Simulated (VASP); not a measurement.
# ZrSi7 (P4/mmm) in VASP: notebook, part 2 of 2

VASP 6.6.1.

**4. Single point, PBE**

This run uses another cell than the first one, of 15.25 Å³/atom, 0.994 times its volume.

INCAR reads:

```
SYSTEM = ZrSi7
PREC = Accurate
ENCUT = 520
EDIFF = 1E-7
ISMEAR = 0
SIGMA = 0.2
LREAL = .FALSE.
LASPH = .TRUE.
NELM = 80
ALGO = Normal
ISIF = 2
LWAVE = .FALSE.
LCHARG = .FALSE.
GGA = PE
NBANDS = 30
```

KPOINTS reads:

```
Automatic mesh
0
G
  4 4 2
  0 0 0
```

POSCAR reads:

```
ZrSi7
1.0
    3.7731524784      0.0000000000      0.0000000000
    0.0000000000      3.7731524784      0.0000000000
    0.0000000000      0.0000000000      8.5671824816
Zr Si
1 7
Direct
    0.0000000000      0.0000000000      0.0000000000
    0.5000000000      0.5000000000      0.0000000000
    0.0000000000      0.5000000000      0.2596073210
    0.5000000000      0.0000000000      0.2596073210
    0.0000000000      0.5000000000      0.7403926790
    0.5000000000      0.0000000000      0.7403926790
    0.0000000000      0.0000000000      0.5000000000
    0.5000000000      0.5000000000      0.5000000000
```

Potentials or basis: VASP PAW PBE potentials, release 64 (Zr_sv, Si).

On the command line:

```sh
$ cat potpaw_PBE.64/Zr_sv/POTCAR potpaw_PBE.64/Si/POTCAR > POTCAR
$ mpirun -np 1 vasp_std > vasp.out
```

OUTCAR:

```text
SYSTEM = ZrSi7
   PREC = Accurate
   ENCUT = 520
   EDIFF = 1E-7
   ISMEAR = 0
   LREAL = .FALSE.
   LASPH = .TRUE.
   NELM = 80
   ISIF = 2
   GGA = PE

 ion  position               nearest neighbor table
   1  0.000  0.000  0.000-   2 2.67   2 2.67   2 2.67   2 2.67   6 2.92   3 2.92   3 2.92   5 2.92
                             4 2.92   4 2.92   6 2.92   5 2.92
   2  0.500  0.500  0.000-   1 2.67   1 2.67   1 2.67   1 2.67   6 2.92   3 2.92   4 2.92   6 2.92
                             4 2.92   3 2.92   5 2.92   5 2.92
   3  0.000  0.500  0.260-   4 2.67   4 2.67   4 2.67   4 2.67   7 2.79   8 2.79   8 2.79   7 2.79
                             2 2.92   1 2.92   2 2.92   1 2.92
[... 604 lines left out ...]
  in kB        3.7281929      3.7281929      0.7313621      0.0000000     -0.0000000      0.0000000
  external PRESSURE =       2.7292493 kB  Pullay stress =       0.0000000 kB

 VOLUME and BASIS-vectors are now :
 -----------------------------------------------------------------------------
  energy-cutoff  :      520.00
  volume of cell :      121.97
      direct lattice vectors                 reciprocal lattice vectors
     3.773152478  0.000000000  0.000000000     0.265030371  0.000000000  0.000000000
     0.000000000  3.773152478  0.000000000     0.000000000  0.265030371  0.000000000
     0.000000000  0.000000000  8.567182482     0.000000000  0.000000000  0.116724489

 POSITION                                       TOTAL-FORCE (eV/Angst)
 -----------------------------------------------------------------------------------
      0.00000      0.00000      0.00000        -0.000000      0.000000      0.000000
      1.88658      1.88658      0.00000        -0.000000      0.000000      0.000000
      0.00000      1.88658      2.22410         0.000000      0.000000     -0.011017
      1.88658      0.00000      2.22410        -0.000000      0.000000     -0.011017
      0.00000      1.88658      6.34308        -0.000000      0.000000      0.011017
      1.88658      0.00000      6.34308        -0.000000     -0.000000      0.011017
      0.00000      0.00000      4.28359        -0.000000      0.000000      0.000000
      1.88658      1.88658      4.28359        -0.000000      0.000000      0.000000
 -----------------------------------------------------------------------------------
    total drift:                               -0.000000     -0.000000     -0.000000

  FREE ENERGIE OF THE ION-ELECTRON SYSTEM (eV)
  ---------------------------------------------------
  free  energy   TOTEN  =       -45.3947811021 eV

  energy  without entropy=      -45.3229223538  energy(sigma->0) =      -45.35885173
```

OSZICAR:

```text
N       E                     dE             d eps       ncg     rms          rms(c)
DAV:   1     0.161847825635E+03    0.16185E+03   -0.17819E+04   720   0.120E+03
DAV:   2    -0.342181299474E+02   -0.19607E+03   -0.19020E+03   854   0.238E+02
DAV:   3    -0.458646510758E+02   -0.11647E+02   -0.11359E+02  1152   0.453E+01
DAV:   4    -0.462403582037E+02   -0.37571E+00   -0.37418E+00  1046   0.704E+00
DAV:   5    -0.462477184833E+02   -0.73603E-02   -0.73568E-02   976   0.966E-01    0.185E+01
DAV:   6    -0.454782373573E+02    0.76948E+00   -0.21319E+00   864   0.666E+00    0.804E+00
DAV:   7    -0.454051104970E+02    0.73127E-01   -0.32964E-01  1088   0.248E+00    0.193E+00
DAV:   8    -0.453966345312E+02    0.84760E-02   -0.48709E-02   902   0.107E+00    0.608E-01
DAV:   9    -0.453947902000E+02    0.18443E-02   -0.10409E-02   876   0.520E-01    0.258E-01
DAV:  10    -0.453947593995E+02    0.30801E-04   -0.13024E-03   860   0.199E-01    0.126E-01
DAV:  11    -0.453947824923E+02   -0.23093E-04   -0.98650E-05  1068   0.557E-02    0.495E-02
DAV:  12    -0.453947829055E+02   -0.41323E-06   -0.29026E-05   916   0.213E-02    0.104E-02
DAV:  13    -0.453947810304E+02    0.18751E-05   -0.53024E-06   912   0.120E-02    0.207E-03
DAV:  14    -0.453947811021E+02   -0.71672E-07   -0.37958E-07   902   0.288E-03
   1 F= -.45394781E+02 E0= -.45358852E+02  d E =-.718587E-01
```

stdout:

```text
POSCAR found type information on POSCAR ZrSi
 POSCAR found :  2 types and       8 ions
 scaLAPACK will be used
 LDA part: xc-table for (Slater+PW92), standard interpolation
 POSCAR, INCAR and KPOINTS ok, starting setup
 FFT: planning ... GRIDC
 FFT: planning ... GRID_SOFT
 FFT: planning ... GRID
 WAVECAR not read
 entering main loop
```

It took 19 s on 1 thread of Intel Xeon 6975P-C (Granite Rapids), shared host; peak memory 0.22 GiB.

What came out:

```
Free energy            : -45.3948 eV
Pressure               : 0.3 GPa
Largest force          : 0.011 eV/Å
Band gap on the k mesh : zero (band 20 reaches 10.01 eV, above the bottom of band 21 at 9.81 eV)
```

Forces on the atoms (eV/Å):
```
Zr   0.000  0.000  0.000
Si   0.000  0.000  0.000
Si   0.000  0.000 -0.011
Si   0.000  0.000 -0.011
Si   0.000  0.000  0.011
Si   0.000  0.000  0.011
Si   0.000  0.000  0.000
Si   0.000  0.000  0.000
```

Levels at points of the mesh, in eV from the Fermi level:
| k point | band 18 | band 19 | band 20 | band 21 | band 22 | band 23 |
| --- | --- | --- | --- | --- | --- | --- |
| (0.00, 0.00, 0.00) | -0.98 | -0.98 | -0.13 | 0.67 | 0.74 | 1.53 |
| (0.50, 0.00, 0.00) | -1.19 | -0.48 | -0.34 | -0.18 | 0.81 | 1.63 |
| (0.50, 0.50, 0.00) | -2.12 | -1.61 | -1.16 | -0.13 | -0.13 | 1.36 |
| (0.00, 0.00, 0.50) | -1.13 | -1.10 | -0.24 | 0.06 | 0.74 | 0.81 |
| (0.50, 0.00, 0.50) | -0.57 | -0.32 | -0.13 | -0.09 | 0.38 | 0.88 |
| (0.50, 0.50, 0.50) | -2.89 | -2.83 | -0.25 | 1.50 | 1.50 | 2.34 |

Caveat: the k points lie up to 0.42 Å⁻¹ apart.

**5. The runs side by side**

| task | cell | k mesh | cutoff (eV) | smearing | gap on the mesh (eV) | pressure (GPa) | largest force (eV/Å) |
| --- | --- | --- | --- | --- | --- | --- | --- |
| single point | a = 3.780, b = 3.780, c = 8.588 Å, 8 atoms | 8 × 8 × 4 | 520 | gaussian 0.1 eV | none | 0.0 | - |
| relaxation of cell and atoms | relaxed from a = 3.850, b = 3.850, c = 7.930 Å, 8 atoms | 4 × 4 × 2 | 600 | gaussian 0.2 eV | none | 0.0 | 0.08 |
| single point | a = 3.773, b = 3.773, c = 8.567 Å, 8 atoms | 4 × 4 × 2 | 520 | gaussian 0.2 eV | none | 0.3 | 0.01 |

Alike in all rows: level PBE; potentials or basis VASP PAW PBE potentials, release 64 (Zr_sv, Si); no spin polarisation.

Caveats: some runs use coarse meshes; the relaxation stopped at a loose force limit of 0.08 eV/Å, so its end isn't a converged minimum (some runs).

Total energies depend on the potentials used, so only differences within one code and one set of settings carry meaning.
